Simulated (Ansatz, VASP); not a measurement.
## One calculation of C, two programs

```
C
1.0
     1.24565    0.71917    9.99753
    -1.24565    0.71917    9.99753
     0.00000   -1.43835    9.99753
C
10
Direct
  0.02482 0.02482 0.02482
  0.97518 0.97518 0.97518
  0.10870 0.10870 0.10870
  0.89130 0.89130 0.89130
  0.15837 0.15837 0.15837
  0.84163 0.84163 0.84163
  0.37486 0.37486 0.37486
  0.62514 0.62514 0.62514
  0.42532 0.42532 0.42532
  0.57468 0.57468 0.57468
```

Change from the starting cell: strain +0.000 along x and y, -0.025 along z, atoms carried along.

Alike in both runs: task single point; functional LDA; k mesh 12 × 12 × 12; occupations gaussian, width 0.05 eV; no spin polarisation.

|  | VASP | Ansatz |
| --- | --- | --- |
| version | VASP 6.6.1 | Ansatz 0.2.0 |
| potentials or method | VASP PAW LDA potentials, release 64 (C), cutoff 520 eV | scalar-relativistic, plane waves, PAW |
| valence electrons in the cell | 40 | 40 |

```tsv
	VASP	Ansatz	Ansatz less VASP
gap on the k mesh at the Fermi level (eV)	4.34	4.34	+0.006
least direct gap on the mesh (eV)	5.13	5.13	0.000
pressure (GPa)	14.6	12.9	-1.76
traceless stress, the component that is largest in VASP (GPa)	23.29	23.19	-0.101
rms of the force components (eV/Å)	0.098	0.094	-0.0038
```

LDA's correlation is that of Perdew and Zunger in VASP and of Perdew and Wang (1992) in Ansatz. Atom by atom the forces differ by 0.004 eV/Å (rms over components).
